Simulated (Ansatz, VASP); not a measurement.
**Re in VASP and in Ansatz**

```
Re
1.0
     0.00000    1.90408    1.90408
     1.90408    0.00000    1.90408
     1.90408    1.90408    0.00000
Re
1
Direct
  0.00000 0.00000 0.00000
```

Alike in both runs: task single point; functional LDA; k mesh 16 × 16 × 16; occupations fermi-dirac, width 0.1 eV; no spin polarisation.

|  | VASP | Ansatz |
| --- | --- | --- |
| version | VASP 6.6.1 | Ansatz 0.2.0 |
| potentials or method | VASP PAW LDA potentials, release 64 (Re_sv_GW), cutoff 560 eV | plane waves (420 eV) with PAW, scalar-relativistic |
| valence electrons in the cell | 15 | 15 |

Ansatz gave:

* pressure (GPa): 18.2

Question: Which values does VASP return?

Answer: Pressure (GPa): 18.3.

Ansatz warns that its potentials were made for another functional, while VASP's fit it. LDA's correlation is that of Perdew and Zunger in VASP and of Perdew and Wang (1992) in Ansatz.

Spin-orbit coupling is off throughout.
